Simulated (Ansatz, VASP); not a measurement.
## Two plane-wave programs on KBr

Contents of INCAR:

```
SYSTEM = KBr
PREC = Accurate
ENCUT = 520
EDIFF = 1E-6
ISMEAR = 0
SIGMA = 0.05
LREAL = .FALSE.
LASPH = .TRUE.
NELM = 80
ALGO = Normal
ISIF = 2
LWAVE = .FALSE.
LCHARG = .FALSE.
GGA = PE
NBANDS = 15
```

KPOINTS

```
regular mesh
0
G
  8 8 8
  0 0 0
```

File POSCAR:

```
KBr
1.0
    0.1711525049      3.3802619726      3.3802619726
    3.3802619726      0.1711525049      3.3802619726
    3.3802619726      3.3802619726      0.1711525049
K Br
1 1
Direct
    0.0000000000      0.0000000000      0.0000000000
    0.5000000000      0.5000000000      0.5000000000
```

Input for Ansatz:

```yaml
crystal:
  lattice:
    - [0.1711525049, 3.3802619726, 3.3802619726]
    - [3.3802619726, 0.1711525049, 3.3802619726]
    - [3.3802619726, 3.3802619726, 0.1711525049]
  atoms:
    - { symbol: K, position: [0.0, 0.0, 0.0] }
    - { symbol: Br, position: [0.5, 0.5, 0.5] }
basis:
  ecutwfc: 420
kpoints:
  mp_grid: { grid: [8, 8, 8] }
hamiltonian:
  xc: pbe
scf:
  occupations: { method: gaussian, width: 0.05 }
output:
  forces: true
  stress: true
  eigenvalues: true
```

Alike in both runs: task single point; functional PBE; k mesh 8 × 8 × 8; occupations gaussian, width 0.05 eV; no spin polarisation.

```csv
,VASP,Ansatz
version,VASP 6.6.1,Ansatz 0.2.0
potentials or method,"VASP PAW PBE potentials, release 64 (K_sv, Br), cutoff 520 eV","scalar-relativistic, plane waves, PAW"
valence electrons in the cell,16,16
```

|  | VASP | Ansatz | Ansatz less VASP |
| --- | --- | --- | --- |
| gap on the k mesh at the Fermi level (eV) | 4.36 | 4.36 | +0.002 |
| least direct gap on the mesh (eV) | 4.36 | 4.36 | +0.002 |
| pressure (GPa) | 0.8 | 0.8 | -0.04 |
| traceless stress, the component that is largest in VASP (GPa) | -0.30 | -0.30 | -0.002 |

With one functional, cell and mesh, what is left measures potentials, basis and numerics.
